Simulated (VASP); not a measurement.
# TiN (rocksalt type) (Fm-3m) in VASP: notebook

TiN (rocksalt type) is run at these levels: LDA; tasks: single point.

Program: VASP 6.6.1. These are calculated values, not measurements. Logs are shortened: lines on timing, memory, paths and dates and some standing lists are left out, and cuts for length are marked.

## (1) The cell of the first run

Symmetry: Fm-3m, No. 225, cubic system. The conventional cell has a = 3.595 Å, b = 3.595 Å, c = 3.595 Å, α = 90.00°, β = 90.00°, γ = 90.00°. Ti (site symmetry m-3m) has 6 N at 1.80 Å within 2.4 Å. Within 2.4 Å of N (site symmetry m-3m) lie 6 Ti at 1.80 Å.

## (2) Single point, LDA (volume scaled by 0.64)

INCAR

```
SYSTEM = TiN
PREC     = Accurate       ! precision mode
ENCUT    = 520            ! plane-wave cutoff, eV
EDIFF    = 1E-6           ! SCF threshold, eV
ISMEAR   = -1             ! smearing method
SIGMA    = 0.08           ! smearing width, eV
LREAL    = .FALSE.        ! projectors in reciprocal space
LASPH    = .TRUE.         ! aspherical terms in the spheres
NELM     = 100            ! most SCF steps
ALGO     = Normal         ! electronic algorithm
ISIF     = 2              ! what is computed and relaxed
LWAVE    = .FALSE.        ! write WAVECAR
LCHARG   = .FALSE.        ! write CHGCAR
NBANDS   = 16             ! bands
```

KPOINTS

```
Automatic mesh
0
G
  17 17 17
  0 0 0
```

POSCAR

```
TiN
1.0
    0.0000000000      1.7975494911      1.7975494911
    1.7975494911      0.0000000000      1.7975494911
    1.7975494911      1.7975494911      0.0000000000
Ti N
1 1
Direct
    0.0000000000      0.0000000000      0.0000000000
    0.5000000000      0.5000000000      0.5000000000
```

Potentials or basis: VASP PAW LDA potentials, release 64 (Ti_sv, N).

On the command line:

```bash
$ cat potpaw_LDA.64/Ti_sv/POTCAR potpaw_LDA.64/N/POTCAR > POTCAR
$ mpirun -np 1 vasp_std > vasp.out
```

OUTCAR:

```text
SYSTEM = TiN
   PREC = Accurate
   ENCUT = 520
   EDIFF = 1E-6
   ISMEAR = -1
   LREAL = .FALSE.
   LASPH = .TRUE.
   NELM = 100
   ISIF = 2

 ion  position               nearest neighbor table
   1  0.000  0.000  0.000-   2 1.80   2 1.80   2 1.80   2 1.80   2 1.80   2 1.80
   2  0.500  0.500  0.500-   1 1.80   1 1.80   1 1.80   1 1.80   1 1.80   1 1.80

  LATTYP: Found a face centered cubic cell.
 ALAT       =     3.5950989822

  Lattice vectors:

 A1 = (   0.0000000000,   1.7975494911,   1.7975494911)
 A2 = (   1.7975494911,   0.0000000000,   1.7975494911)
 A3 = (   1.7975494911,   1.7975494911,   0.0000000000)

Analysis of symmetry for initial positions (statically):
=====================================================================
 Subroutine PRICEL returns:
 Original cell was already a primitive cell.

 Routine SETGRP: Setting up the symmetry group for a
 face centered cubic supercell.

 Subroutine GETGRP returns: Found 48 space group operations
 (whereof 48 operations were pure point group operations)
 out of a pool of 48 trial point group operations.

The static configuration has the point symmetry O_h .

Analysis of symmetry for dynamics (positions and initial velocities):
=====================================================================
 Subroutine PRICEL returns:
 Original cell was already a primitive cell.

 Routine SETGRP: Setting up the symmetry group for a
 face centered cubic supercell.

 Subroutine GETGRP returns: Found 48 space group operations
 (whereof 48 operations were pure point group operations)
 out of a pool of 48 trial point group operations.

The dynamic configuration has the point symmetry O_h .

 Subroutine INISYM returns: Found 48 space group operations
 (whereof 48 operations are pure point group operations),
 and found     1 'primitive' translations

----------------------------------------------------------------------------------------

                                     Primitive cell

  volume of cell :      11.6164

  direct lattice vectors                    reciprocal lattice vectors
     0.000000000  1.797549491  1.797549491    -0.278156458  0.278156458  0.278156458
     1.797549491  0.000000000  1.797549491     0.278156458 -0.278156458  0.278156458
     1.797549491  1.797549491  0.000000000     0.278156458  0.278156458 -0.278156458

  length of vectors
     2.542118869  2.542118869  2.542118869     0.481781118  0.481781118  0.481781118

  position of ions in fractional coordinates (direct lattice)
     0.000000000  0.000000000  0.000000000
     0.500000000  0.500000000  0.500000000

  ion indices of the primitive-cell ions
   primitive index   ion index
                 1           1
                 2           2

----------------------------------------------------------------------------------------

 KPOINTS: Automatic mesh

Automatic generation of k-mesh.
 Grid dimensions read from file:
 generate k-points for:   17   17   17

 Generating k-lattice:

  Cartesian coordinates                     Fractional coordinates (reciprocal lattice)
    -0.016362145  0.016362145  0.016362145     0.058823529  0.000000000  0.000000000
     0.016362145 -0.016362145  0.016362145     0.000000000  0.058823529  0.000000000
     0.016362145  0.016362145 -0.016362145     0.000000000  0.000000000  0.058823529

  Length of vectors
     0.028340066  0.028340066  0.028340066

  Shift w.r.t. Gamma in fractional coordinates (k-lattice)
     0.000000000  0.000000000  0.000000000

 Subroutine IBZKPT returns following result:
 ===========================================

 Found    165 irreducible k-points:

 Following reciprocal coordinates:
            Coordinates               Weight
  0.000000  0.000000  0.000000      1.000000
  0.058824  0.000000  0.000000      8.000000
  0.117647  0.000000  0.000000      8.000000
  0.176471  0.000000  0.000000      8.000000
  0.235294  0.000000  0.000000      8.000000
  0.294118  0.000000  0.000000      8.000000
[... 16 lines left out ...]
 -0.176471  0.058824  0.000000     24.000000
 -0.117647  0.058824  0.000000     24.000000
 [... further k-points ...]
   k-points           NKPTS =    165   k-points in BZ     NKDIM =    165   number of bands    NBANDS=     16
   number of dos      NEDOS =    301   number of ions     NIONS =      2
   total plane-waves  NPLWV =   8000
   dimension x,y,z NGX =    20 NGY =   20 NGZ =   20
   dimension x,y,z NGXF=    40 NGYF=   40 NGZF=   40
   ions per type =               1   1
   NGX,Y,Z   is equivalent  to a cutoff of  13.08, 13.08, 13.08 a.u.
   NGXF,Y,Z  is equivalent  to a cutoff of  26.16, 26.16, 26.16 a.u.
 SYSTEM =  TiN
   PREC   = accura    normal or accurate (medium, high low for compatibility)
   ISTART =      0    job   : 0-new  1-cont  2-samecut
   ICHARG =      2    charge: 1-file 2-atom 10-const
   ISPIN  =      1    spin polarized calculation?
   LNONCOLLINEAR =      F non collinear calculations
   LSORBIT =      F    spin-orbit coupling
   LASPH  =      T    aspherical Exc in radial PAW
   ENCUT  =  520.0 eV  38.22 Ry    6.18 a.u.   4.73  4.73  4.73*2*pi/ulx,y,z
   NELM   =    100;   NELMIN=  2; NELMDL= -5     # of ELM steps
   EDIFF  = 0.1E-05   stopping-criterion for ELM
   LREAL  =      F    real-space projection
   EDIFFG = 0.1E-04   stopping-criterion for IOM
   NSW    =      0    number of steps for IOM
   IBRION =     -1    ionic relax: 0-MD 1-quasi-New 2-CG
   NFREE  =      0    steps in history (QN), initial steepest desc. (CG)
   ISIF   =      2    stress and relaxation
   ISYM   =      2    0-nonsym 1-usesym 2-fastsym
   POTIM  = 0.5000    time-step for ionic-motion
   TEBEG  =    0.0;   TEEND  =   0.0 temperature during run
   PSTRESS=    0.0 pullay stress
   NELECT =      17.0000    total number of electrons
   NUPDOWN=      -1.0000    fix difference up-down
   EMIN   =  10.00;   EMAX   =-10.00  energy-range for DOS
   EFERMI =   0.00;   METHOD = LEGACY
   ISMEAR =    -1;   SIGMA  =   0.08  broadening in eV -4-tet -1-fermi 0-gaus
   EFERMI_NEDOS =   21; number of points for ismear=-14 and -15
   IALGO  =     38    algorithm
   IMIX   =      4    mixing-type and parameters
     AMIX     =   0.40;   BMIX     =  1.00
     AMIX_MAG =   1.60;   BMIX_MAG =  1.00
  volume/ion in A,a.u.               =       5.81        39.20
  Fermi-wavevector in a.u.,A,eV,Ry     =   1.858661  3.512361 47.002989  3.454622
  Thomas-Fermi vector in A             =   2.907060
   LORBIT       =      0    0 simple, 1 ext, 2 COOP (PROOUT), +10 PAW based schemes
   GGA     = CA    functional components
   LHFCALC =     F    Hartree Fock is set to
   AEXX    =    0.0000 exact exchange contribution
   IVDW    =     0    specifies the selected vdW correction
   LEPSILON=     F    determine dielectric tensor
   LRPA    =     F    only Hartree local field effects (RPA)
 non-spin polarized calculation
  energy-cutoff  :      520.00
  volume of cell :       11.62
 maximum number of plane-waves:       331
   NGX =  9   NGY =  9   NGZ =  9

 number of electron      17.0000001 magnetization

 Free energy of the ion-electron system (eV)
  ---------------------------------------------------
  ext. energy  EPLUGINS =         0.00000000
  ---------------------------------------------------
  free energy    TOTEN  =       -16.61335816 eV

  energy without entropy =      -16.60357764  energy(sigma->0) =      -16.60846790

 E-fermi :  19.0814     XC(G=0): -16.2832

 val. band max:       19.0560330467   @ k =  -0.4706   0.2941   0.1176
 cond. band min:      19.1514623214   @ k =  -0.1765   0.2941   0.1176
 fundamental gap:      0.0954292748
 Fermi energy:        19.0814180268

 k-point     1 :       0.0000    0.0000    0.0000
  band No.  band energies     occupation
      1     -37.8836      2.00000
      2     -13.0975      2.00000
      3     -13.0975      2.00000
      4     -13.0975      2.00000
      5      -0.1219      2.00000
      6      16.6859      2.00000
[... 8 lines left out ...]
     15      33.7527      0.00000
     16      47.6793      0.00000

 k-point     2 :       0.0588    0.0000    0.0000
  band No.  band energies     occupation
      1     -37.8590      2.00000
      2     -13.2380      2.00000
      3     -13.1048      2.00000
      4     -13.1048      2.00000
      5       0.0534      2.00000
      6      15.9351      2.00000
[... 8 lines left out ...]
     15      34.0403      0.00000
     16      47.4277      0.00000

 k-point     3 :       0.1176    0.0000    0.0000
  band No.  band energies     occupation
      1     -37.7879      2.00000
      2     -13.6263      2.00000
      3     -13.1256      2.00000
      4     -13.1256      2.00000
      5       0.5448      2.00000
      6      14.6992      2.00000
[... 8 lines left out ...]
     15      34.8042      0.00000
     16      46.8975      0.00000

 k-point     4 :       0.1765    0.0000    0.0000
  band No.  band energies     occupation
      1     -37.6782      2.00000
      2     -14.1801      2.00000
      3     -13.1567      2.00000
      4     -13.1567      2.00000
      5       1.2709      2.00000
      6      13.3694      2.00000
[... 8 lines left out ...]
     15      35.8168      0.00000
     16      45.8017      0.00000

 k-point     5 :       0.2353    0.0000    0.0000
  band No.  band energies     occupation
      1     -37.5430      2.00000
      2     -14.8042      2.00000
      3     -13.1936      2.00000
      4     -13.1936      2.00000
      5       2.1386      2.00000
      6      12.0479      2.00000
[... 8 lines left out ...]
     15      36.9286      0.00000
     16      44.3076      0.00000

 k-point     6 :       0.2941    0.0000    0.0000
  band No.  band energies     occupation
      1     -37.3990      2.00000
      2     -15.4116      2.00000
      3     -13.2312      2.00000
      4     -13.2312      2.00000
      5       3.0675      2.00000
      6      10.7928      2.00000
[... 8 lines left out ...]
     15      38.1453      0.00000
     16      42.6163      0.00000

 k-point     7 :       0.3529    0.0000    0.0000
  band No.  band energies     occupation
      1     -37.2661      2.00000
      2     -15.9316      2.00000
      3     -13.2644      2.00000
      4     -13.2644      2.00000
      5       3.9955      2.00000
      6       9.6411      2.00000
[... 8 lines left out ...]
     15      39.3942      0.00000
     16      40.9878      0.00000

 k-point     8 :       0.4118    0.0000    0.0000
  band No.  band energies     occupation
      1     -37.1636      2.00000
      2     -16.3096      2.00000
      3     -13.2890      2.00000
      4     -13.2890      2.00000
      5       4.8616      2.00000
      6       8.6343      2.00000
[... 8 lines left out ...]
     15      39.6766      0.00000
     16      39.6766      0.00000

 k-point     9 :       0.4706    0.0000    0.0000
  band No.  band energies     occupation
      1     -37.1078      2.00000
      2     -16.5083      2.00000
      3     -13.3021      2.00000
      4     -13.3021      2.00000
      5       5.5140      2.00000
      6       7.9138      2.00000
[... 8 lines left out ...]
     15      38.9294      0.00000
     16      38.9294      0.00000
[... 172 lines left out ...]
 k-point    19 :      -0.4118    0.0588    0.0000
  band No.  band energies     occupation
      1     -37.1275      2.00000
      2     -16.3587      2.00000
      3     -13.4114      2.00000
      4     -13.2868      2.00000
      5       4.9817      2.00000
      6       8.3826      2.00000
[... 8 lines left out ...]
     15      38.9381      0.00000
     16      39.8151      0.00000

 k-point    20 :      -0.3529    0.0588    0.0000
  band No.  band energies     occupation
      1     -37.2147      2.00000
      2     -16.0452      2.00000
      3     -13.4089      2.00000
      4     -13.2430      2.00000
      5       4.2542      2.00000
      6       9.1999      2.00000
[... 8 lines left out ...]
     15      39.1663      0.00000
     16      40.6804      0.00000

 k-point    21 :      -0.2941    0.0588    0.0000
  band No.  band energies     occupation
      1     -37.3378      2.00000
      2     -15.5803      2.00000
      3     -13.3877      2.00000
      4     -13.1960      2.00000
      5       3.4004      2.00000
      6      10.2139      2.00000
[... 8 lines left out ...]
     15      38.3835      0.00000
     16      41.6148      0.00000

 k-point    22 :      -0.2353    0.0588    0.0000
  band No.  band energies     occupation
      1     -37.4783      2.00000
      2     -15.0128      2.00000
      3     -13.3499      2.00000
      4     -13.1520      2.00000
      5       2.5089      2.00000
      6      11.3570      2.00000
[... 8 lines left out ...]
     15      37.2986      0.00000
     16      42.9992      0.00000

 k-point    23 :      -0.1765    0.0588    0.0000
  band No.  band energies     occupation
      1     -37.6167      2.00000
      2     -14.4080      2.00000
      3     -13.2994      2.00000
      4     -13.1169      2.00000
      5       1.6464      2.00000
      6      12.5904      2.00000
[... 8 lines left out ...]
     15      36.2708      0.00000
     16      44.3825      0.00000

 k-point    24 :      -0.1176    0.0588    0.0000
  band No.  band energies     occupation
      1     -37.7349      2.00000
      2     -13.8477      2.00000
      3     -13.2403      2.00000
      4     -13.0955      2.00000
      5       0.8904      2.00000
      6      13.8617      2.00000
[... 8 lines left out ...]
     15      35.3071      0.00000
     16      45.6192      0.00000

 [... further k-points ...]

------------------------ aborting loop because EDIFF is reached ----------------------------------------

  FORCE on cell =-STRESS in cart. coord.  units (eV):
  Direction    XX          YY          ZZ          XY          YZ          ZX
  --------------------------------------------------------------------------------------
  -------------------------------------------------------------------------------------
  Total       26.0483831     26.0483831     26.0483831      0.0000000      0.0000000      0.0000000
  in kB     3592.6820859   3592.6820859   3592.6820859      0.0000000      0.0000000      0.0000000
  external PRESSURE =    3592.6820859 kB  Pullay stress =       0.0000000 kB

 VOLUME and BASIS-vectors are now :
 -----------------------------------------------------------------------------
  energy-cutoff  :      520.00
  volume of cell :       11.62
      direct lattice vectors                 reciprocal lattice vectors
     0.000000000  1.797549491  1.797549491    -0.278156458  0.278156458  0.278156458
     1.797549491  0.000000000  1.797549491     0.278156458 -0.278156458  0.278156458
     1.797549491  1.797549491  0.000000000     0.278156458  0.278156458 -0.278156458

 POSITION                                       TOTAL-FORCE (eV/Angst)
 -----------------------------------------------------------------------------------
      0.00000      0.00000      0.00000         0.000000     -0.000000     -0.000000
      1.79755      1.79755      1.79755        -0.000000      0.000000      0.000000
 -----------------------------------------------------------------------------------
    total drift:                                0.000000     -0.000000     -0.000000

  FREE ENERGIE OF THE ION-ELECTRON SYSTEM (eV)
  ---------------------------------------------------
  free  energy   TOTEN  =       -16.6133581611 eV

  energy  without entropy=      -16.6035776378  energy(sigma->0) =      -16.60846790
```

Wall time 71 s (1 thread of Intel Xeon 6975P-C, shared host); peak memory 0.15 GiB.

Results:

* Free energy: -16.6134 eV
* Pressure: 359.3 GPa

## (3) Single point, LDA (volume scaled by 0.64)

INCAR

```
PREC = Accurate ; ENCUT = 520
EDIFF = 1E-6 ; ISMEAR = -1
SIGMA = 0.08 ; LREAL = False
LASPH = True ; NELM = 60
ALGO = Normal ; ISIF = 2
LWAVE = False ; LCHARG = False
NBANDS = 16
```

KPOINTS

```
regular mesh
0
Gamma
  17 17 17
```

POSCAR is that of step 2.

Potentials or basis: VASP PAW LDA potentials, release 64 (Ti_sv, N).

On the command line:

```bash
$ cat potpaw_LDA.64/Ti_sv/POTCAR potpaw_LDA.64/N/POTCAR > POTCAR
$ mpirun -np 1 vasp_std > vasp.out
```

Wall time 70 s (1 thread of Intel Xeon 6975P-C, shared host); peak memory 0.15 GiB.

The run converged. Its results:

```yaml
Free_energy: -16.6134 eV
Pressure: 359.3 GPa
```

Levels at points of the mesh, in eV from the Fermi level:
```
           k point  band 5  band 6  band 7  band 8  band 9  band 10  band 11  band 12  band 13  band 14
(0.00, 0.00, 0.00)  -19.20   -2.40   -2.40   -2.40   -1.33    -1.33    -1.33     1.12     1.12    13.09
```

## (4) Single point, LDA (volume scaled by 0.72)

INCAR

```
SYSTEM = TiN
PREC = Accurate
ENCUT = 520
EDIFF = 1E-6
ISMEAR = -1
SIGMA = 0.08
LREAL = .False.
LASPH = .True.
NELM = 80
ALGO = Normal
ISIF = 2
LWAVE = .False.
LCHARG = .True.
GGA = CA
LELF = .True.
LVHAR = .True.
NBANDS = 16
```

KPOINTS

```
Automatic mesh
0
Gamma
  17 17 17
  0 0 0
```

POSCAR

```
TiN
1.0
    0.0000000000      1.8695268088      1.8695268088
    1.8695268088      0.0000000000      1.8695268088
    1.8695268088      1.8695268088      0.0000000000
Ti N
1 1
Direct
    0.0000000000      0.0000000000      0.0000000000
    0.5000000000      0.5000000000      0.5000000000
```

On the command line:

```bash
$ cat potpaw_LDA.64/Ti_sv/POTCAR potpaw_LDA.64/N/POTCAR > POTCAR
$ mpirun -np 1 vasp_std > vasp.out
```

Wall time 65 s (1 thread of Intel Xeon 6975P-C, shared host); peak memory 0.15 GiB.

The run converged. Its results:

```yaml
Free_energy: -19.1399 eV
Pressure: 209.6 GPa
```

Levels at points of the mesh, in eV from the Fermi level:
```csv
k point,band 5,band 6,band 7,band 8,band 9,band 10,band 11,band 12,band 13,band 14
"(0.00, 0.00, 0.00)",-18.82,-2.35,-2.35,-2.35,-1.11,-1.11,-1.11,0.98,0.98,10.96
```

## (5) Single point, LDA (volume scaled by 0.72)

INCAR

```
SYSTEM = TiN
PREC = Accurate
ENCUT = 520
EDIFF = 1E-6
ISMEAR = -1
SIGMA = 0.08
LREAL = .FALSE.
LASPH = .TRUE.
NELM = 60
ALGO = Normal
ISIF = 2
LWAVE = .FALSE.
LCHARG = .FALSE.
NBANDS = 16
```

KPOINTS

```
regular mesh
0
G
  17 17 17
  0 0 0
```

POSCAR is that of step 4.

On the command line:

```bash
$ cat potpaw_LDA.64/Ti_sv/POTCAR potpaw_LDA.64/N/POTCAR > POTCAR
$ mpirun -np 1 vasp_std > vasp.out
```

Run time: 58 s. Hardware: 1 thread of Intel Xeon 6975P-C, shared host; peak memory 0.15 GiB.

Results (log left out):

```yaml
Free_energy: -19.1399 eV
Pressure: 209.6 GPa
```

Levels at points of the mesh, in eV from the Fermi level:
```tsv
k point	band 6	band 7	band 8	band 9	band 10	band 11	band 12	band 13
(0.00, 0.00, 0.00)	-2.35	-2.35	-2.35	-1.11	-1.11	-1.11	0.98	0.98
```

[end of part 1 of 2]
